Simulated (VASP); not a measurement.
A run of VASP 6.6.1 is set up as follows.

INCAR

```
ALGO = Fast ; EDIFF = 1E-7
ENCUT = 520 ; ISIF = 2
ISMEAR = 0 ; LASPH = True
LCHARG = True ; LELF = True
LREAL = False ; LVHAR = True
LWAVE = False ; NBANDS = 18
NELM = 100 ; PREC = Accurate
SIGMA = 0.15
```

Contents of KPOINTS:

```
k-points
0
Gamma
  14 14 14
```

The input POSCAR:

```
TiAl3
1.0
   -2.0278294055      2.0278294055      4.2417642881
    2.0278294055     -2.0278294055      4.2417642881
    2.0278294055      2.0278294055     -4.2417642881
Ti Al
1 3
Direct
    0.0000000000      0.0000000000      0.0000000000
    0.5000000000      0.5000000000      0.0000000000
    0.7500000000      0.2500000000      0.5000000000
    0.2500000000      0.7500000000      0.5000000000
```

Potentials or basis: VASP PAW LDA potentials, release 64 (Ti_sv, Al).

Launch:

```console
$ cat potpaw_LDA.64/Ti_sv/POTCAR potpaw_LDA.64/Al/POTCAR > POTCAR
$ mpirun -np 1 vasp_std > vasp.out
```

(1) Estimate the pressure.

(2) What does it give for the band gap on the k mesh?

Results:

(1) -12.1 GPa.

(2) zero (an odd number of electrons rules out a gap without spin polarisation).

Caveat: the cell differs from its parent crystal (normal strain along x +0.0733, normal strain along y +0.0733); the stress differs along the axes, from -15 to -6 GPa.
